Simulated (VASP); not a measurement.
Input of a VASP 6.6.1 run:

The input INCAR:

```
PREC = Accurate
ENCUT = 520
EDIFF = 1E-7
ISMEAR = 0
SIGMA = 0.012
LREAL = False
LASPH = True
NELM = 60
ALGO = Normal
ISIF = 2
LWAVE = False
LCHARG = True
GGA = PE
LELF = True
LVHAR = True
NBANDS = 14
```

File KPOINTS:

```
Automatic mesh
0
Gamma
  8 8 8
```

The input POSCAR:

```
NaCl
1.0
    0.0000000000      2.7940632177      2.7940632177
    2.7940632177      0.0000000000      2.7940632177
    2.7940632177      2.7940632177      0.0000000000
Cl Na
1 1
Direct
    0.5000000000      0.5000000000      0.5000000000
    0.0000000000      0.0000000000      0.0000000000
```

Potentials or basis: VASP PAW PBE potentials, release 64 (Cl, Na_pv).

Run with:

```sh
$ cat potpaw_PBE.64/Cl/POTCAR potpaw_PBE.64/Na_pv/POTCAR > POTCAR
$ mpirun -np 1 vasp_std > vasp.out
```

(1) Estimate the pressure.

(2) Predict the band gap on the k mesh.

## Answers

(1) 1.5 GPa.

(2) 5.22 eV, direct.
